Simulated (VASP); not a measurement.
# CdF2 (Fm-3m) in VASP: further runs

CdF2 is run at these levels: PBEsol; tasks: relaxation of cell and atoms.

Program: VASP 6.6.1. These are calculated values, not measurements. Logs are shortened: lines on timing, memory, paths and dates and some standing lists are left out, and cuts for length are marked.

### Step 1. The cell of the first run

Symmetry: Fm-3m, No. 225, cubic system. Conventional cell: a = 5.384 Å, b = 5.384 Å, c = 5.384 Å, α = 90.00°, β = 90.00°, γ = 90.00°. Within 3.1 Å of Cd (site symmetry m-3m) lie 8 F at 2.33 Å. F (site symmetry -43m) has 4 Cd at 2.33 Å and 6 F at 2.69 Å within 3.1 Å.

### Step 2. Relaxation of cell and atoms, PBEsol, target pressure 2 GPa, at which the enthalpy is minimised

File INCAR:

```
PREC = Accurate
ENCUT = 600
EDIFF = 1E-7
ISMEAR = 0
SIGMA = 0.01
LREAL = False
LASPH = True
NELM = 80
ALGO = Normal
ISIF = 3
LWAVE = False
LCHARG = False
GGA = PS
IBRION = 2
NSW = 100
EDIFFG = -0.002
PSTRESS = 20.0
```

File KPOINTS:

```
Automatic mesh
0
Gamma
  8 8 8
```

File POSCAR:

```
CdF2
1.0
    2.6921155975      2.6921155975      0.0000000000
   -2.6921155975      2.6921155975      0.0000000000
    0.0000000000      2.6921155975      2.6921155975
Cd F
1 2
Direct
    0.0000000000      0.0000000000      0.0000000000
    0.2500000000      0.7500000000      0.5000000000
    0.7500000000      0.2500000000      0.5000000000
```

Potentials or basis: VASP PAW PBE potentials, release 64 (Cd, F).

Started as:

```
$ cat potpaw_PBE.64/Cd/POTCAR potpaw_PBE.64/F/POTCAR > POTCAR
$ mpirun -np 1 vasp_std > vasp.out
```

OUTCAR:

```text
PREC = Accurate
   ENCUT = 600
   EDIFF = 1E-7
   ISMEAR = 0
   LREAL = False
   LASPH = True
   NELM = 80
   ISIF = 3
   GGA = PS
   IBRION = 2
   NSW = 100
   EDIFFG = -0.002
   PSTRESS = 20.0

 ion  position               nearest neighbor table
   1  0.000  0.000  0.000-   3 2.33   2 2.33   2 2.33   3 2.33   2 2.33   3 2.33   3 2.33   2 2.33

   2  0.250  0.750  0.500-   1 2.33   1 2.33   1 2.33   1 2.33
   3  0.750  0.250  0.500-   1 2.33   1 2.33   1 2.33   1 2.33

  LATTYP: Found a face centered cubic cell.
 ALAT       =     5.3842311950

  Lattice vectors:

 A1 = (   0.0000000000,   2.6921155975,   2.6921155975)
 A2 = (   2.6921155975,   0.0000000000,   2.6921155975)
 A3 = (   2.6921155975,   2.6921155975,   0.0000000000)

Analysis of symmetry for initial positions (statically):
=====================================================================
 Subroutine PRICEL returns:
 Original cell was already a primitive cell.

 Routine SETGRP: Setting up the symmetry group for a
 face centered cubic supercell.

 Subroutine GETGRP returns: Found 48 space group operations
 (whereof 48 operations were pure point group operations)
 out of a pool of 48 trial point group operations.

The static configuration has the point symmetry O_h .

Analysis of symmetry for dynamics (positions and initial velocities):
=====================================================================
 Subroutine PRICEL returns:
 Original cell was already a primitive cell.

 Routine SETGRP: Setting up the symmetry group for a
 face centered cubic supercell.

 Subroutine GETGRP returns: Found 48 space group operations
 (whereof 48 operations were pure point group operations)
 out of a pool of 48 trial point group operations.

The dynamic configuration has the point symmetry O_h .

 Subroutine INISYM returns: Found 48 space group operations
 (whereof 48 operations are pure point group operations),
 and found     1 'primitive' translations

----------------------------------------------------------------------------------------

                                     Primitive cell

  volume of cell :      39.0221

  direct lattice vectors                    reciprocal lattice vectors
     2.692115597  2.692115597  0.000000000     0.185727537  0.185727537 -0.185727537
    -2.692115597  2.692115597  0.000000000    -0.185727537  0.185727537 -0.185727537
[... 94 lines left out ...]
   ISYM   =      2    0-nonsym 1-usesym 2-fastsym
   POTIM  = 0.5000    time-step for ionic-motion
   TEBEG  =    0.0;   TEEND  =   0.0 temperature during run
   PSTRESS=   20.0 pullay stress
   NELECT =      26.0000    total number of electrons
   NUPDOWN=      -1.0000    fix difference up-down
   EMIN   =  10.00;   EMAX   =-10.00  energy-range for DOS
   EFERMI =   0.00;   METHOD = LEGACY
   ISMEAR =     0;   SIGMA  =   0.01  broadening in eV -4-tet -1-fermi 0-gaus
   EFERMI_NEDOS =   21; number of points for ismear=-14 and -15
   IALGO  =     38    algorithm
   IMIX   =      4    mixing-type and parameters
     AMIX     =   0.40;   BMIX     =  1.00
     AMIX_MAG =   1.60;   BMIX_MAG =  1.00
  volume/ion in A,a.u.               =      13.01        87.78
  Fermi-wavevector in a.u.,A,eV,Ry     =   1.429867  2.702056 27.817370  2.044519
  Thomas-Fermi vector in A             =   2.549774
   LORBIT       =      0    0 simple, 1 ext, 2 COOP (PROOUT), +10 PAW based schemes
   GGA     = PS    functional components
   LHFCALC =     F    Hartree Fock is set to
   AEXX    =    0.0000 exact exchange contribution
   IVDW    =     0    specifies the selected vdW correction
   LEPSILON=     F    determine dielectric tensor
   LRPA    =     F    only Hartree local field effects (RPA)
 conjugate gradient relaxation of ions
 non-spin polarized calculation
 Gauss-broadening in eV      SIGMA  =   0.01
  energy-cutoff  :      600.00
  volume of cell :       39.02
 maximum number of plane-waves:      1316
   NGX = 15   NGY = 15   NGZ = 15

--------------------------------------- Ionic step        1  -------------------------------------------

 number of electron      25.9999978 magnetization

 Free energy of the ion-electron system (eV)
  ---------------------------------------------------
  ext. energy  EPLUGINS =         0.00000000
  ---------------------------------------------------
  free energy    TOTEN  =       -11.59625127 eV

  energy without entropy =      -11.59625127  energy(sigma->0) =      -11.59625127

------------------------ aborting loop because EDIFF is reached ----------------------------------------

  FORCE on cell =-STRESS in cart. coord.  units (eV):
  Direction    XX          YY          ZZ          XY          YZ          ZX
  --------------------------------------------------------------------------------------
  -------------------------------------------------------------------------------------
  Total        0.1558073      0.1558073      0.1558073      0.0000000     -0.0000000      0.0000000
  in kB        6.3971626      6.3971626      6.3971626      0.0000000     -0.0000000      0.0000000
  external PRESSURE =     -13.6028374 kB  Pullay stress =      20.0000000 kB
[... 65 lines left out ...]
--------------------------------------- Ionic step        3  -------------------------------------------

 number of electron      25.9999981 magnetization

 Free energy of the ion-electron system (eV)
  ---------------------------------------------------
  ext. energy  EPLUGINS =         0.00000000
  ---------------------------------------------------
  free energy    TOTEN  =       -11.59240997 eV

  energy without entropy =      -11.59240997  energy(sigma->0) =      -11.59240997

 E-fermi :  -1.2022     XC(G=0): -10.7879

 val. band max:       -1.3367370616   @ k =   0.5000   0.5000   0.2500
 cond. band min:       1.6165542215   @ k =   0.0000   0.0000   0.0000
 fundamental gap:      2.9532912832
 Fermi energy:        -1.2022066859

 k-point     1 :       0.0000    0.0000    0.0000
  band No.  band energies     occupation
      1     -22.1361      2.00000
      2     -20.9582      2.00000
      3      -7.0132      2.00000
      4      -7.0132      2.00000
      5      -7.0132      2.00000
      6      -5.6960      2.00000
[... 457 lines left out ...]
      4      -6.4086      2.00000
      5      -5.7778      2.00000
      6      -5.7428      2.00000
[... 9 lines left out ...]
     16      11.5445      0.00000
     17      12.5236      0.00000

 [... further k-points ...]

------------------------ aborting loop because EDIFF is reached ----------------------------------------

  FORCE on cell =-STRESS in cart. coord.  units (eV):
  Direction    XX          YY          ZZ          XY          YZ          ZX
  --------------------------------------------------------------------------------------
  -------------------------------------------------------------------------------------
  Total        0.4819754      0.4819754      0.4819754      0.0000000      0.0000000     -0.0000000
  in kB       20.0318877     20.0318877     20.0318877      0.0000000      0.0000000     -0.0000000
  external PRESSURE =       0.0318877 kB  Pullay stress =      20.0000000 kB
[... 22 lines left out ...]
  energy  without entropy=      -11.5924099710  energy(sigma->0) =      -11.59240997

  enthalpy is  TOTEN    =       -11.1112018224 eV   P V=        0.4812081486

 reached required accuracy - stopping structural energy minimisation
```

CONTCAR:

```text
CdF2
   1.00000000000000
     2.6811916280612476    2.6811916280612476    0.0000000000000000
    -2.6811916280612476    2.6811916280612476    0.0000000000000000
    -0.0000000000000000    2.6811916280612476    2.6811916280612476
  Cd              F
     1     2
Direct
     0.0000000000000000    0.0000000000000000    1.0000000000000000
     0.2500000000000000    0.7500000000000000    0.5000000000000000
     0.7500000000000000    0.2500000000000000    0.5000000000000000

  0.00000000E+00  0.00000000E+00  0.00000000E+00
  0.00000000E+00  0.00000000E+00  0.00000000E+00
  0.00000000E+00  0.00000000E+00  0.00000000E+00
```

It took 1.8 min on 1 thread of AMD EPYC 7R13, shared host; peak memory 0.16 GiB.

Results:

```
Free energy                                                : -11.5924 eV
Relaxed volume                                             : 12.85 Å³/atom
Relaxed cell                                               : a = 3.792 Å, b = 3.792 Å, c = 3.792 Å, α = 60.00°, β = 60.00°, γ = 90.00°
Space group after relaxing (to 0.1 Å)                      : Fm-3m (No. 225)
Energy change on relaxing (the run minimises the enthalpy) : +1.3 meV/atom
Ionic steps                                                : 3
Pressure after relaxing                                    : 2.0 GPa
Band gap on the k mesh                                     : 2.95 eV (least direct gap 3.42 eV)
```

Step by step:
```
step  energy change (eV)  largest force (eV/Å)  pressure (GPa)  volume (Å³)
   1              0.0000                0.0000            0.64        39.02
   2              0.0059                0.0000            2.47        38.40
   3              0.0038                0.0000            2.00        38.55
```

Final structure:
```xyz
3
Lattice="2.6812 2.6812 0.0000 -2.6812 2.6812 0.0000 0.0000 2.6812 2.6812" Properties=species:S:1:pos:R:3 pbc="T T T"
Cd    0.0000    2.6812    2.6812
F    -1.3406    4.0218    1.3406
F     1.3406    4.0218    1.3406
```

Caveat: the cell is relaxed towards a set pressure, so the run minimises the enthalpy, not the energy; the PAW data sets were made with another functional, which shifts forces and pressure a little.

### Step 3. Relaxation of cell and atoms, PBEsol, target pressure 4 GPa, at which the enthalpy is minimised

File INCAR:

```
SYSTEM = CdF2
ALGO = Normal
EDIFF = 1E-7
EDIFFG = -0.002
ENCUT = 600
GGA = PS
IBRION = 2
ISIF = 3
ISMEAR = 0
LASPH = .True.
LCHARG = .False.
LREAL = .False.
LWAVE = .False.
NELM = 80
NSW = 100
PREC = Accurate
PSTRESS = 40.0
SIGMA = 0.01
```

File KPOINTS:

```
k-points
0
Gamma
  8 8 8
  0 0 0
```

POSCAR is that of step 2.

Potentials or basis: VASP PAW PBE potentials, release 64 (Cd, F).

Started as:

```
$ cat potpaw_PBE.64/Cd/POTCAR potpaw_PBE.64/F/POTCAR > POTCAR
$ mpirun -np 1 vasp_std > vasp.out
```

Run time: 2 min. Hardware: 1 thread of AMD EPYC 7R13, shared host; peak memory 0.16 GiB.

The run converged. Its results:

```yaml
Free_energy: -11.5808 eV
Relaxed_volume: 12.64 Å³/atom
Relaxed_cell: a = 3.771 Å, b = 3.771 Å, c = 3.771 Å, α = 60.00°, β = 60.00°, γ = 90.00°
Space_group_after_relaxing_to_0.1_Å: Fm-3m (No. 225)
Energy_change_on_relaxing_the_run_minimises_the_enthalpy: +5.1 meV/atom
Ionic_steps: 3
Pressure_after_relaxing: 4.0 GPa
Band_gap_on_the_k_mesh: 3.01 eV (least direct gap 3.46 eV)
```

The path:
```csv
step,energy change (eV),largest force (eV/Å),pressure (GPa),volume (Å³)
1,0.0000,0.0000,0.64,39.02
2,0.0281,0.0000,5.50,37.50
3,0.0154,0.0000,4.01,37.93
```

Final structure:
```
Cd F
1.0
     2.66672    2.66672    0.00000
    -2.66672    2.66672    0.00000
     0.00000    2.66672    2.66672
Cd F
1 2
Direct
  0.00000 0.00000 0.00000
  0.25000 0.75000 0.50000
  0.75000 0.25000 0.50000
```

Levels at points of the mesh, in eV from the valence-band top:
```csv
k point,band 9,band 10,band 11,band 12,band 13,band 14,band 15,band 16,band 17
"(0.00, 0.00, 0.00)",-1.07,-1.07,-0.45,-0.45,-0.45,3.01,12.64,12.64,12.64
"(0.50, 0.00, 0.00)",-2.47,-2.00,-2.00,-0.37,-0.37,7.29,9.06,14.58,14.58
"(0.50, 0.50, 0.00)",-3.18,-3.14,-0.57,-0.09,-0.09,8.13,9.63,11.74,14.38
```

Caveat: the cell is relaxed towards a set pressure, so the run minimises the enthalpy, not the energy; the PAW data sets were made with another functional, which shifts forces and pressure a little. A k mesh can miss the band edges.
